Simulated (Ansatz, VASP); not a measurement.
**Ru: VASP beside Ansatz**

```
CELL_PARAMETERS angstrom
2.70595 0.00000 0.00000
-1.35297 2.34342 0.00000
0.00000 0.00000 4.25791
ATOMIC_POSITIONS crystal
Ru 0.33333 0.66667 0.25000
Ru 0.66667 0.33333 0.75000
```

Alike in both runs: task single point; functional r2SCAN; k mesh 13 × 13 × 8; occupations methfessel-paxton of order 1, width 0.03 eV; no spin polarisation.

|  | VASP | Ansatz |
| --- | --- | --- |
| version | VASP 6.6.1 | Ansatz 0.2.0 |
| potentials or method | VASP PAW PBE potentials, release 64 (Ru_pv), cutoff 520 eV | plane waves (500 eV) with PAW, scalar-relativistic |
| valence electrons in the cell | 28 | 32 |

```csv
,VASP,Ansatz,Ansatz less VASP
pressure (GPa),1.3,-0.2,-1.54
"traceless stress, the component that is largest in VASP (GPa)",-0.22,-0.33,-0.107
```

VASP's potentials were made for PBE, not for r2SCAN. VASP's potentials hold 28 valence electrons a cell and Ansatz's 32, so a difference there can come from the potentials and not from the codes.
